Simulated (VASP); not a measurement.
The system is Si.

```xyz
2
Lattice="-2.3714 2.3714 1.3293 2.3714 -2.3714 1.3293 2.3714 2.3714 -1.3293" Properties=species:S:1:pos:R:3 pbc="T T T"
Si    0.0000    0.0000    1.3293
Si    2.3714    0.0000    0.6646
```

| Property | Result |
| --- | --- |
| Program | VASP 6.6.1 |
| Task | relaxation of cell and atoms |
| Functional | RPBE |
| Dispersion | D4 |
| Potentials or basis | VASP PAW PBE potentials, release 64 (Si) |
| Cutoff | 600 eV |
| k mesh | 11 × 11 × 11 |
| Occupations | fermi-dirac, width 0.05 eV |
| Spin | no spin polarisation |

At the start: pressure -4.7 GPa; volume 14.95 Å³/atom.

How do energy, volume and symmetry change on relaxing?

Over 11 steps the energy falls by 13.9 meV/atom and the volume is 14.32 Å³/atom (-4.2 %); space group I4_1/amd (No. 141, to 0.1 Å) before and after.

Step by step:
```
step  energy change (eV)  largest force (eV/Å)  pressure (GPa)  volume (Å³)
   1              0.0000                0.0000           -4.68        29.90
   2             -0.0133                0.0000            3.21        28.05
   3             -0.0190                0.0000            0.23        28.68
   4             -0.0218                0.0000            0.21        28.64
   5             -0.0265                0.0000            0.52        28.55
   6             -0.0104                0.0000            1.35        28.37
   7             -0.0275                0.0000            0.59        28.53
   8             -0.0276                0.0000            0.62        28.52
   9             -0.0276                0.0000            0.61        28.52
  10             -0.0273                0.0000           -0.80        28.82
  11             -0.0278                0.0000            0.03        28.64
```

Final structure:
```xyz
2
Lattice="-2.3723 2.3723 1.2723 2.3723 -2.3723 1.2723 2.3723 2.3723 -1.2723" Properties=species:S:1:pos:R:3 pbc="T T T"
Si    0.0000    0.0000    1.2723
Si    2.3723    0.0000    0.6362
```

Caveat: the PAW data sets were made with another functional, which shifts forces and pressure a little.
